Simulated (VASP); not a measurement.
## ZnS: single point with PBEsol

**Measured values to compare with.**

From “Electronic, vibrational, and thermodynamic properties of ZnS (zincblende and rocksalt structure)”, 2009, arxiv:0911.5022, for a bulk crystal of ZnS at 19 K: band gap 3.85 eV (direct).

The system is ZnS.

```
Zn S
1.0
     2.67777    2.67777    0.00000
    -2.67777    2.67777    0.00000
     0.00000    2.67777    2.67777
Zn S
1 1
Direct
  0.75000 0.25000 0.50000
  0.00000 0.00000 0.00000
```

```
Program             : VASP 6.6.1
Task                : single point
Functional          : PBEsol
Potentials or basis : VASP PAW PBE potentials, release 64 (Zn, S)
Cutoff              : 500 eV
k mesh              : 8 × 8 × 8
Occupations         : gaussian, width 0.01 eV
Spin                : no spin polarisation
```

| Item | Value |
| --- | --- |
| Pressure | 0.2 GPa |
| Band gap on the k mesh | 2.09 eV |

Levels at points of the mesh, in eV from the valence-band top:
| k point | band 7 | band 8 | band 9 | band 10 | band 11 | band 12 |
| --- | --- | --- | --- | --- | --- | --- |
| (0.00, 0.00, 0.00) | 0.00 | 0.00 | 0.00 | 2.09 | 6.29 | 6.29 |
| (0.50, 0.00, 0.00) | -5.54 | -0.92 | -0.92 | 3.25 | 6.82 | 6.82 |
| (0.50, 0.50, 0.00) | -4.72 | -2.35 | -2.35 | 3.18 | 3.96 | 11.03 |

It took 29 s on 1 thread of Intel Xeon 8259CL, on a shared host, peak memory 0.16 GiB.

Measured gap of ZnS: 3.85 eV (direct; 19 K; quoted in “Electronic, vibrational, and thermodynamic properties of ZnS (zincblende and rocksalt structure)”, 2009, arxiv:0911.5022). This calculation gives 2.09 eV (-1.76 eV). The value is that of PBEsol, without temperature or zero-point motion. Semilocal functionals fall short of measured gaps as a rule.

Caveat: the PAW data sets were made with another functional, which shifts forces and pressure a little.
